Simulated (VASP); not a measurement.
Set up this calculation in VASP 6.6.1, as the native input.

| Item | Value |
| --- | --- |
| Task | single point |
| Functional | PBEsol |
| Potentials or basis | VASP PAW PBE potentials, release 64 (Pb_d, Se) |
| Cutoff | 520 eV |
| k mesh | 12 × 12 × 12 |
| Occupations | gaussian, width 0.1 eV |
| Spin | no spin polarisation |
| Dipole correction | no |
| Further INCAR settings | ALGO = Normal; EDIFF = 1e-06; NBANDS = 17 |

The structure of PbSe lies in POSCAR:

```
PbSe
1.0
    3.6388148191     -0.2270593200     -0.2270593200
   -0.2270593200      3.6388148191      0.2270593200
   -0.2270593200      0.2270593200      3.6388148191
Pb Se
1 1
Direct
    0.0000000000      0.0000000000      0.0000000000
    0.5000000000      0.5000000000      0.5000000000
```

This cell differs from its parent crystal: strained.

These files were run (other wordings do the same):

INCAR

```
PREC = Accurate ; ENCUT = 520
EDIFF = 1E-6 ; ISMEAR = 0
SIGMA = 0.1 ; LREAL = False
LASPH = True ; NELM = 80
ALGO = Normal ; ISIF = 2
LWAVE = False ; LCHARG = False
GGA = PS ; NBANDS = 17
```

KPOINTS

```
Automatic mesh
0
Gamma
  12 12 12
```

Potentials or basis: VASP PAW PBE potentials, release 64 (Pb_d, Se).

Run with:

```console
$ cat potpaw_PBE.64/Pb_d/POTCAR potpaw_PBE.64/Se/POTCAR > POTCAR
$ mpirun -np 1 vasp_std > vasp.out
```

It gave:

The pressure is 5.7 GPa. The band gap on the k mesh is zero (bands 10 and 11 overlap by 1.93 eV).

Caveat: the cell differs from its parent crystal (strained); the cell stands under pressure; the PAW data sets were made with another functional, which shifts forces and pressure a little; spin-orbit coupling is left out, which moves the levels of the heavy elements.

Run time: 42 s on 1 thread of Intel(R) Xeon(R) 6975P-C (Granite Rapids), with other jobs on the host, peak memory 0.28 GiB.
